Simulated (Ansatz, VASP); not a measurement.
**Two plane-wave programs on AlRu**

The input POSCAR:

```
AlRu
1.0
    0.0000000000      2.2126238349      2.2126238349
    2.2126238349      0.0000000000      2.2126238349
    2.2126238349      2.2126238349      0.0000000000
Ru Al
1 1
Direct
    0.0000000000      0.0000000000      0.0000000000
    0.5000000000      0.5000000000      0.5000000000
```

Contents of INCAR.step1:

```
SYSTEM = AlRu
PREC = Accurate
ENCUT = 520
ISMEAR = -1
SIGMA = 0.05
LREAL = .False.
LASPH = .True.
NELM = 100
NBANDS = 16
GGA = PE
ALGO = Normal
EDIFF = 1E-4
LWAVE = .True.
LCHARG = .False.
```

INCAR.step2

```
SYSTEM = AlRu
PREC = Accurate
ENCUT = 520
EDIFF = 1E-7
ISMEAR = -1
SIGMA = 0.05
LREAL = .False.
LASPH = .True.
NELM = 100
ALGO = Normal
ISIF = 2
LWAVE = .False.
LCHARG = .False.
METAGGA = R2SCAN
LMIXTAU = .True.
NBANDS = 16
ISTART = 1
```

KPOINTS

```
Automatic mesh
0
Gamma
  13 13 13
  0 0 0
```

Input for Ansatz:

```yaml
crystal:
  lattice:
    - [0.0, 2.2126238349, 2.2126238349]
    - [2.2126238349, 0.0, 2.2126238349]
    - [2.2126238349, 2.2126238349, 0.0]
  atoms:
    - { symbol: Ru, position: [0.0, 0.0, 0.0] }
    - { symbol: Al, position: [0.5, 0.5, 0.5] }
kpoints:
  mp_grid: { grid: [13, 13, 13] }
scf:
  occupations: { method: fermi_dirac, width: 0.05 }
hamiltonian:
  xc: r2scan
  pseudopotentials: { kind: paw }
output:
  forces: true
  stress: true
  eigenvalues: true
  populations: true
  write_density: true
  write_potential: true
  elf: true
  volumetric_format: npy
```

Change from the starting cell: volume scaled by 0.72, PAW files.

Alike in both runs: task single point; functional r2SCAN; k mesh 13 × 13 × 13; occupations fermi-dirac, width 0.05 eV; no spin polarisation.

```csv
,VASP,Ansatz
version,VASP 6.6.1,Ansatz 0.2.0
potentials or method,"VASP PAW PBE potentials, release 64 (Ru_pv, Al)","PAW with Ansatz's default frozen-core files, scalar-relativistic"
plane-wave cutoff (eV),520,500
valence electrons in the cell,17,19
```

|  | VASP | Ansatz | Ansatz less VASP |
| --- | --- | --- | --- |
| pressure (GPa) | 102.9 | 101.5 | -1.35 |

VASP's potentials were made for PBE, not for r2SCAN. Both programs put the cell under a high pressure, so it lies far from rest at this level. VASP's potentials hold 17 valence electrons a cell and Ansatz's 19, so a difference there can come from the potentials and not from the codes.

Noted on VASP's run: the cell as given lies far from equilibrium.
